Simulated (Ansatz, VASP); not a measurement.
Ta5Si: VASP beside Ansatz

```
CELL_PARAMETERS angstrom
0.00000 3.83008 3.83008
3.83008 0.00000 3.83008
3.83008 3.83008 0.00000
ATOMIC_POSITIONS crystal
Ta 0.87569 0.37293 0.87569
Ta 0.87569 0.87569 0.87569
Ta 0.37293 0.87569 0.87569
Ta 0.87569 0.87569 0.37293
Ta 0.25000 0.25000 0.25000
Si 0.50000 0.50000 0.50000
```

Alike in both runs: task relaxation of cell and atoms; functional PBE; k mesh 8 × 8 × 8; occupations gaussian, width 0.1 eV; no spin polarisation.

|  | VASP | Ansatz |
| --- | --- | --- |
| version | VASP 6.6.1 | Ansatz 0.2.0 |
| potentials or method | VASP PAW PBE potentials, release 64 (Ta_pv, Si), cutoff 600 eV | scalar-relativistic, plane waves, PAW |
| valence electrons in the cell | 59 | 69 |

Ansatz gave:

| Quantity | Value |
| --- | --- |
| gap on the k mesh at the Fermi level, each at its own relaxed structure (eV) | none |
| relaxed volume (Å³/atom) | 18.61 |
| relaxed cell length with the largest relative difference (Å) | 5.405 |

Estimate VASP's values.

gap on the k mesh at the Fermi level, each at its own relaxed structure (eV): none; relaxed volume (Å³/atom): 18.63; relaxed cell length with the largest relative difference (Å): 5.407.

A gap of «none» marks a metal or a gap that the smearing closes. VASP's potentials hold 59 valence electrons a cell and Ansatz's 69, so a difference there can come from the potentials and not from the codes.

Neither program's run includes spin-orbit coupling.
